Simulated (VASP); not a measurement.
A run of VASP 6.6.1 is set up as follows.

The input INCAR:

```
  ALGO = Normal
  EDIFF = 1E-8
  ENCUT = 520
  ISIF = 2
  ISMEAR = -1
  LASPH = T
  LCHARG = F
  LEFG = T
  LREAL = F
  LWAVE = F
  NBANDS = 33
  NELM = 100
  PREC = Accurate
  SIGMA = 0.08
```

Contents of KPOINTS:

```
k-points
0
Gamma
  13 13 13
```

File POSCAR:

```
TiO2
1.0
   -1.8925000000      1.8925000000      4.7570000000
    1.8925000000     -1.8925000000      4.7570000000
    1.8925000000      1.8925000000     -4.7570000000
Ti O
2 4
Direct
    0.0000000000      0.0000000000      0.0000000000
    0.7500000000      0.2500000000      0.5000000000
    0.2066000000      0.2066000000      0.0000000000
    0.9566000000      0.4566000000      0.5000000000
    0.5434000000      0.0434000000      0.5000000000
    0.7934000000      0.7934000000      0.0000000000
```

Potentials or basis: VASP PAW LDA potentials, release 64 (Ti_sv, O).

The run is started by

```sh
$ cat potpaw_LDA.64/Ti_sv/POTCAR potpaw_LDA.64/O/POTCAR > POTCAR
$ mpirun -np 1 vasp_std > vasp.out
```

Q: What does it give for the pressure?

A: -4.8 GPa.

Q: Predict the largest force.

A: 0.140 eV/Å.

Stress tensor (GPa, compression positive):
```
-5.97  0.00  0.00
 0.00 -5.97  0.00
 0.00  0.00 -2.42
```

Caveat: the cell stands under tension; without QUAD_EFG the Cq values of the log hold for a quadrupole moment of 1 mb, not for the nuclei.
